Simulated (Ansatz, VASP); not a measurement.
**CdTe in VASP and in Ansatz**

The input POSCAR:

```
CdTe
1.0
    0.0000000000      3.1072325060      3.1072325060
    3.1072325060      0.0000000000      3.1072325060
    3.1072325060      3.1072325060      0.0000000000
Cd Te
1 1
Direct
    0.0000000000      0.0000000000      0.0000000000
    0.2500000000      0.2500000000      0.2500000000
```

File INCAR.step1:

```
ALGO = Normal ; EDIFF = 1E-4
ENCUT = 600 ; GGA = PE
ISMEAR = -1 ; LASPH = True
LCHARG = False ; LREAL = False
LWAVE = True ; NELM = 60
PREC = Accurate ; SIGMA = 0.02
```

INCAR.step2

```
ALGO = Normal ; EDIFF = 1E-6
EDIFFG = -0.005 ; ENCUT = 600
IBRION = 2 ; ISIF = 3
ISMEAR = -1 ; ISTART = 1
LASPH = True ; LCHARG = False
LMIXTAU = True ; LREAL = False
LWAVE = False ; METAGGA = R2SCAN
NELM = 60 ; NSW = 60
PREC = Accurate ; SIGMA = 0.02
```

File KPOINTS:

```
k-points
0
Gamma
  9 9 9
```

Input for Ansatz:

```yaml
crystal:
  lattice:
    - [0.0, 3.107232506, 3.107232506]
    - [3.107232506, 0.0, 3.107232506]
    - [3.107232506, 3.107232506, 0.0]
  atoms:
    - { symbol: Cd, position: [0.0, 0.0, 0.0] }
    - { symbol: Te, position: [0.25, 0.25, 0.25] }
kpoints:
  mp_grid: { grid: [9, 9, 9] }
scf:
  occupations: { method: fermi_dirac, width: 0.02 }
hamiltonian:
  xc: r2scan
  pseudopotentials: { kind: paw }
output:
  forces: true
  stress: true
  write_density: true
  write_potential: true
  elf: true
  volumetric_format: npy
relax:
  f_tol: 0.005
  max_steps: 40
  cell: {}
```

Alike in both runs: task relaxation of cell and atoms; functional r2SCAN; k mesh 9 × 9 × 9; occupations fermi-dirac, width 0.02 eV; no spin polarisation.

```csv
,VASP,Ansatz
version,VASP 6.6.1,Ansatz 0.2.0
potentials or method,"VASP PAW PBE potentials, release 64 (Cd, Te)","PAW with Ansatz's default frozen-core files, scalar-relativistic"
plane-wave cutoff (eV),600,500
valence electrons in the cell,18,36
```

|  | VASP | Ansatz | Ansatz less VASP |
| --- | --- | --- | --- |
| gap on the k mesh at the Fermi level, each at its own relaxed structure (eV) | 1.15 | 1.17 | +0.017 |
| relaxed volume (Å³/atom) | 35.31 | 35.21 | -0.102 |
| relaxed cell length with the largest relative difference (Å) | 4.640 | 4.635 | -0.0045 |

VASP's potentials were made for PBE, not for r2SCAN. VASP's potentials hold 18 valence electrons a cell and Ansatz's 36, so a difference there can come from the potentials and not from the codes.

Spin-orbit coupling is off throughout. Noted on VASP's run: the volume moved by over 15 % at a fixed basis, so the end points are rough.
